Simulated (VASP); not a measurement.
# C (Fmmm) in VASP: single point with r2SCAN

Aim: the single point of C with r2SCAN.

All numbers are computed with VASP 6.6.1; they aren't measurements. Logs are shortened: lines on timing, memory, paths and dates and some standing lists are left out, and cuts for length are marked.

### Step 1. The cell of the first run

Symmetry: Fmmm, No. 69, orthorhombic system. Conventional cell: a = 2.530 Å, b = 4.382 Å, c = 6.897 Å, α = 90.00°, β = 90.00°, γ = 90.00°. C (site symmetry m2m) has 3 C at 1.46 Å within 1.9 Å.

### Step 2. Single point, r2SCAN (strain +0.030 along x and y, +0.030 along z)

POSCAR

```
C
1.0
    0.0000000000      2.1908100000      3.4484400000
    1.2648400000      0.0000000000      3.4484400000
    1.2648400000      2.1908100000      0.0000000000
C
2
Direct
    0.1666700000      0.8333300000      0.1666700000
    0.8333300000      0.1666700000      0.8333300000
```

INCAR.step1

```
SYSTEM = C
  PREC = Accurate
  ENCUT = 520
  ISMEAR = 0
  SIGMA = 0.05
  LREAL = .FALSE.
  LASPH = .TRUE.
  NELM = 60
  NBANDS = 11
  GGA = PE
  ALGO = Normal
  EDIFF = 1E-4
  LWAVE = .TRUE.
  LCHARG = .FALSE.
```

INCAR.step2

```
SYSTEM = C
  PREC = Accurate
  ENCUT = 520
  EDIFF = 1E-6
  ISMEAR = 0
  SIGMA = 0.05
  LREAL = .FALSE.
  LASPH = .TRUE.
  NELM = 60
  ALGO = Normal
  ISIF = 2
  LWAVE = .FALSE.
  LCHARG = .TRUE.
  METAGGA = R2SCAN
  LMIXTAU = .TRUE.
  LELF = .TRUE.
  LVHAR = .TRUE.
  NBANDS = 11
  ISTART = 1
```

KPOINTS

```
Automatic mesh
0
G
  14 14 14
  0 0 0
```

Potentials or basis: VASP PAW PBE potentials, release 64 (C).

Started as:

```console
$ cat potpaw_PBE.64/C/POTCAR > POTCAR
$ cp INCAR.step1 INCAR
$ mpirun -np 1 vasp_std > vasp.out
$ cp INCAR.step2 INCAR
$ mpirun -np 1 vasp_std > vasp.out
```

OUTCAR:

```text
SYSTEM = C
   PREC = Accurate
   ENCUT = 520
   EDIFF = 1E-6
   ISMEAR = 0
   LREAL = .FALSE.
   LASPH = .TRUE.
   NELM = 60
   ISIF = 2
   METAGGA = R2SCAN
   ISTART = 1

 ion  position               nearest neighbor table
   1  0.167  0.833  0.167-   2 1.46   2 1.46   2 1.46
   2  0.833  0.167  0.833-   1 1.46   1 1.46   1 1.46

  LATTYP: Found a face centered orthorhombic cell.
 ALAT       =     2.5296800000
 B/A-ratio  =     1.7320846906
 C/A-ratio  =     2.7263843648

  Lattice vectors:

 A1 = (   0.0000000000,   2.1908100000,   3.4484400000)
 A2 = (   1.2648400000,   0.0000000000,   3.4484400000)
 A3 = (   1.2648400000,   2.1908100000,   0.0000000000)

Analysis of symmetry for initial positions (statically):
=====================================================================
 Subroutine PRICEL returns:
 Original cell was already a primitive cell.

 Routine SETGRP: Setting up the symmetry group for a
 face centered orthorhombic supercell.

 Subroutine GETGRP returns: Found  8 space group operations
 (whereof  8 operations were pure point group operations)
 out of a pool of  8 trial point group operations.

The static configuration has the point symmetry D_2h.

Analysis of symmetry for dynamics (positions and initial velocities):
=====================================================================
 Subroutine PRICEL returns:
 Original cell was already a primitive cell.

 Routine SETGRP: Setting up the symmetry group for a
 face centered orthorhombic supercell.

 Subroutine GETGRP returns: Found  8 space group operations
 (whereof  8 operations were pure point group operations)
 out of a pool of  8 trial point group operations.

The dynamic configuration has the point symmetry D_2h.

 Subroutine INISYM returns: Found  8 space group operations
 (whereof  8 operations are pure point group operations),
 and found     1 'primitive' translations

----------------------------------------------------------------------------------------

                                     Primitive cell

  volume of cell :      19.1114

  direct lattice vectors                    reciprocal lattice vectors
     0.000000000  2.190810000  3.448440000    -0.395306916  0.228226090  0.144993098
     1.264840000  0.000000000  3.448440000     0.395306916 -0.228226090  0.144993098
     1.264840000  2.190810000  0.000000000     0.395306916  0.228226090 -0.144993098

  length of vectors
     4.085509379  3.673085714  2.529717115     0.478933925  0.478933925  0.478933925

  position of ions in fractional coordinates (direct lattice)
     0.166670000  0.833330000  0.166670000
     0.833330000  0.166670000  0.833330000

  ion indices of the primitive-cell ions
   primitive index   ion index
                 1           1
                 2           2

----------------------------------------------------------------------------------------

 KPOINTS: Automatic mesh

Automatic generation of k-mesh.
 Grid dimensions read from file:
 generate k-points for:   14   14   14

 Generating k-lattice:

  Cartesian coordinates                     Fractional coordinates (reciprocal lattice)
    -0.028236208  0.016301864  0.010356650     0.071428571  0.000000000  0.000000000
     0.028236208 -0.016301864  0.010356650     0.000000000  0.071428571  0.000000000
     0.028236208  0.016301864 -0.010356650     0.000000000  0.000000000  0.071428571

  Length of vectors
     0.034209566  0.034209566  0.034209566

  Shift w.r.t. Gamma in fractional coordinates (k-lattice)
     0.000000000  0.000000000  0.000000000

 Subroutine IBZKPT returns following result:
 ===========================================

 Found    428 irreducible k-points:

 Following reciprocal coordinates:
            Coordinates               Weight
  0.000000  0.000000  0.000000      1.000000
  0.071429 -0.000000 -0.000000      8.000000
  0.142857  0.000000  0.000000      8.000000
  0.214286 -0.000000 -0.000000      8.000000
  0.285714  0.000000  0.000000      8.000000
  0.357143 -0.000000 -0.000000      8.000000
[... 16 lines left out ...]
  0.214286  0.142857  0.000000      8.000000
  0.285714  0.142857 -0.000000      8.000000
 [... further k-points ...]
   k-points           NKPTS =    428   k-points in BZ     NKDIM =    428   number of bands    NBANDS=     11
   number of dos      NEDOS =    301   number of ions     NIONS =      2
   total plane-waves  NPLWV =  16800
   dimension x,y,z NGX =    30 NGY =   28 NGZ =   20
   dimension x,y,z NGXF=    60 NGYF=   56 NGZF=   40
   ions per type =               2
   NGX,Y,Z   is equivalent  to a cutoff of  12.21, 12.67, 13.14 a.u.
   NGXF,Y,Z  is equivalent  to a cutoff of  24.41, 25.35, 26.29 a.u.
 SYSTEM =  C
   PREC   = accura    normal or accurate (medium, high low for compatibility)
   ISTART =      1    job   : 0-new  1-cont  2-samecut
   ICHARG =      0    charge: 1-file 2-atom 10-const
   ISPIN  =      1    spin polarized calculation?
   LNONCOLLINEAR =      F non collinear calculations
   LSORBIT =      F    spin-orbit coupling
   LASPH  =      T    aspherical Exc in radial PAW
   ENCUT  =  520.0 eV  38.22 Ry    6.18 a.u.   7.60  6.83  4.70*2*pi/ulx,y,z
   NELM   =     60;   NELMIN=  2; NELMDL=  0     # of ELM steps
   EDIFF  = 0.1E-05   stopping-criterion for ELM
   LREAL  =      F    real-space projection
   EDIFFG = 0.1E-04   stopping-criterion for IOM
   NSW    =      0    number of steps for IOM
   IBRION =     -1    ionic relax: 0-MD 1-quasi-New 2-CG
   NFREE  =      0    steps in history (QN), initial steepest desc. (CG)
   ISIF   =      2    stress and relaxation
   ISYM   =      2    0-nonsym 1-usesym 2-fastsym
   POTIM  = 0.5000    time-step for ionic-motion
   TEBEG  =    0.0;   TEEND  =   0.0 temperature during run
   PSTRESS=    0.0 pullay stress
   NELECT =       8.0000    total number of electrons
   NUPDOWN=      -1.0000    fix difference up-down
   EMIN   =  10.00;   EMAX   =-10.00  energy-range for DOS
   EFERMI =   0.00;   METHOD = LEGACY
   ISMEAR =     0;   SIGMA  =   0.05  broadening in eV -4-tet -1-fermi 0-gaus
   EFERMI_NEDOS =   21; number of points for ismear=-14 and -15
   IALGO  =     38    algorithm
   IMIX   =      4    mixing-type and parameters
     AMIX     =   0.40;   BMIX     =  1.00
     AMIX_MAG =   1.60;   BMIX_MAG =  1.00
  volume/ion in A,a.u.               =       9.56        64.49
  Fermi-wavevector in a.u.,A,eV,Ry     =   1.224636  2.314227 20.405124  1.499734
  Thomas-Fermi vector in A             =   2.359704
   LORBIT       =      0    0 simple, 1 ext, 2 COOP (PROOUT), +10 PAW based schemes
   METAGGA = R2SCAN    functional components
   LHFCALC =     F    Hartree Fock is set to
   AEXX    =    0.0000 exact exchange contribution
   IVDW    =     0    specifies the selected vdW correction
   LEPSILON=     F    determine dielectric tensor
   LRPA    =     F    only Hartree local field effects (RPA)
 non-spin polarized calculation
 Gauss-broadening in eV      SIGMA  =   0.05
  energy-cutoff  :      520.00
  volume of cell :       19.11
 maximum number of plane-waves:       527
   NGX = 15   NGY = 13   NGZ =  9

 number of electron       8.0000000 magnetization

 Free energy of the ion-electron system (eV)
  ---------------------------------------------------
  ext. energy  EPLUGINS =         0.00000000
  ---------------------------------------------------
  free energy    TOTEN  =       -19.76249079 eV

  energy without entropy =      -19.76249079  energy(sigma->0) =      -19.76249079

 E-fermi :   4.1885     XC(G=0): -10.7511

 val. band max:        3.9963085251   @ k =   0.5000  -0.1429   0.3571
 cond. band min:       4.3951014422   @ k =  -0.0714   0.2857   0.2857
 fundamental gap:      0.3987929171
 Fermi energy:         4.1885390895

 k-point     1 :       0.0000    0.0000    0.0000
  band No.  band energies     occupation
      1     -16.2910      2.00000
      2      -2.6102      2.00000
      3       0.7065      2.00000
      4       0.7301      2.00000
      5       8.4820      0.00000
      6      12.0885      0.00000
      7      12.1546      0.00000
      8      15.2077      0.00000
      9      15.2693      0.00000
     10      26.7539      0.00000
     11      29.4906      0.00000

 k-point     2 :       0.0714   -0.0000   -0.0000
  band No.  band energies     occupation
      1     -16.1655      2.00000
      2      -2.5008      2.00000
      3       0.2170      2.00000
      4       0.4646      2.00000
      5       8.6887      0.00000
      6      12.1821      0.00000
      7      12.6151      0.00000
      8      14.8284      0.00000
      9      15.4917      0.00000
     10      27.1339      0.00000
     11      28.3025      0.00000

 k-point     3 :       0.1429    0.0000    0.0000
  band No.  band energies     occupation
      1     -15.7905      2.00000
      2      -2.1719      2.00000
      3      -1.0979      2.00000
      4      -0.1525      2.00000
      5       9.3016      0.00000
      6      12.1141      0.00000
      7      13.6211      0.00000
      8      13.9989      0.00000
      9      16.4164      0.00000
     10      25.9628      0.00000
     11      28.1523      0.00000

 k-point     4 :       0.2143   -0.0000   -0.0000
  band No.  band energies     occupation
      1     -15.1705      2.00000
      2      -2.8507      2.00000
      3      -1.6226      2.00000
      4      -0.9008      2.00000
      5      10.2862      0.00000
      6      11.8330      0.00000
      7      11.9219      0.00000
      8      15.9805      0.00000
      9      17.8474      0.00000
     10      23.9093      0.00000
     11      28.1194      0.00000

 k-point     5 :       0.2857    0.0000    0.0000
  band No.  band energies     occupation
      1     -14.3142      2.00000
      2      -4.7646      2.00000
      3      -1.6014      2.00000
      4      -0.8600      2.00000
      5       9.9317      0.00000
      6      11.3440      0.00000
      7      11.8157      0.00000
      8      18.2994      0.00000
      9      19.3940      0.00000
     10      22.3600      0.00000
     11      27.0415      0.00000
[... 211 lines left out ...]
 k-point    21 :      -0.0714    0.0714    0.0000
  band No.  band energies     occupation
      1     -15.8020      2.00000
      2      -2.0651      2.00000
      3      -1.0953      2.00000
      4      -0.1525      2.00000
      5       9.0657      0.00000
      6      12.1149      0.00000
      7      13.6060      0.00000
      8      13.9969      0.00000
      9      16.4266      0.00000
     10      25.9373      0.00000
     11      28.1651      0.00000

 k-point    22 :       0.1429    0.1429    0.0000
  band No.  band energies     occupation
      1     -16.2459      2.00000
      2      -3.0110      2.00000
      3       0.7086      2.00000
      4       0.7237      2.00000
      5       9.4087      0.00000
      6      12.0944      0.00000
      7      12.1365      0.00000
      8      15.1655      0.00000
      9      15.3157      0.00000
     10      26.6591      0.00000
     11      28.5284      0.00000

 k-point    23 :       0.2143    0.1429    0.0000
  band No.  band energies     occupation
      1     -16.1008      2.00000
      2      -3.0587      2.00000
      3       0.2087      2.00000
      4       0.4643      2.00000
      5      10.0257      0.00000
      6      12.1713      0.00000
      7      12.6123      0.00000
      8      14.8751      0.00000
      9      15.4601      0.00000
     10      26.8883      0.00000
     11      27.7048      0.00000

 k-point    24 :       0.2857    0.1429   -0.0000
  band No.  band energies     occupation
      1     -15.7103      2.00000
      2      -2.8372      2.00000
      3      -1.1159      2.00000
      4      -0.1526      2.00000
      5      10.9669      0.00000
      6      12.1177      0.00000
      7      13.7242      0.00000
      8      14.0116      0.00000
      9      16.3442      0.00000
     10      25.9003      0.00000
     11      27.9748      0.00000

 [... further k-points ...]
[... 5 lines left out ...]
  --------------------------------------------------------------------------------------
  -------------------------------------------------------------------------------------
  Total       -3.7956058     -3.7956701      0.1140664     -0.0000000      0.0000000      0.0000000
  in kB     -318.1989287   -318.2043153      9.5625886     -0.0000000      0.0000000      0.0000000
  external PRESSURE =    -208.9468851 kB  Pullay stress =       0.0000000 kB

 VOLUME and BASIS-vectors are now :
 -----------------------------------------------------------------------------
  energy-cutoff  :      520.00
  volume of cell :       19.11
      direct lattice vectors                 reciprocal lattice vectors
     0.000000000  2.190810000  3.448440000    -0.395306916  0.228226090  0.144993098
     1.264840000  0.000000000  3.448440000     0.395306916 -0.228226090  0.144993098
     1.264840000  2.190810000  0.000000000     0.395306916  0.228226090 -0.144993098

 POSITION                                       TOTAL-FORCE (eV/Angst)
 -----------------------------------------------------------------------------------
      1.26484      0.73028      3.44844         0.000000      0.024451      0.000000
      1.26484      3.65134      3.44844         0.000000     -0.024451      0.000000
 -----------------------------------------------------------------------------------
    total drift:                               -0.000000     -0.000000     -0.000000

  FREE ENERGIE OF THE ION-ELECTRON SYSTEM (eV)
  ---------------------------------------------------
  free  energy   TOTEN  =       -19.7624907942 eV

  energy  without entropy=      -19.7624907942  energy(sigma->0) =      -19.76249079
```

It took 8.3 min on 1 thread of Intel Xeon Platinum 8259CL at 2.50GHz (Skylake/Cascade Lake), shared host; peak memory 0.19 GiB.

Results:

```yaml
Free_energy: -19.7625 eV
Pressure: -20.9 GPa
Largest_force: 0.024 eV/Å
Band_gap_on_the_k_mesh: 0.40 eV, indirect (least direct gap 0.49 eV)
```

Forces on the atoms (eV/Å):
```
C    0.000  0.024  0.000
C    0.000 -0.024  0.000
```

Levels at points of the mesh, in eV from the valence-band top:
```csv
k point,band 2,band 3,band 4,band 5,band 6,band 7
"(0.00, 0.00, 0.00)",-6.61,-3.29,-3.27,4.49,8.09,8.16
"(0.50, 0.00, 0.00)",-13.56,-6.61,-2.42,1.66,6.83,12.59
"(0.50, 0.50, 0.00)",-8.42,-3.30,-3.28,8.06,8.12,10.67
"(0.50, 0.00, 0.50)",-13.64,-6.59,-1.70,2.43,7.00,11.37
"(0.00, 0.50, 0.50)",-13.49,-6.64,-3.04,1.00,6.66,13.82
```

Caveat: the cell differs from its parent crystal (strain +0.030 along x and y, +0.030 along z); the PAW data sets were made with another functional, which shifts forces and pressure a little.
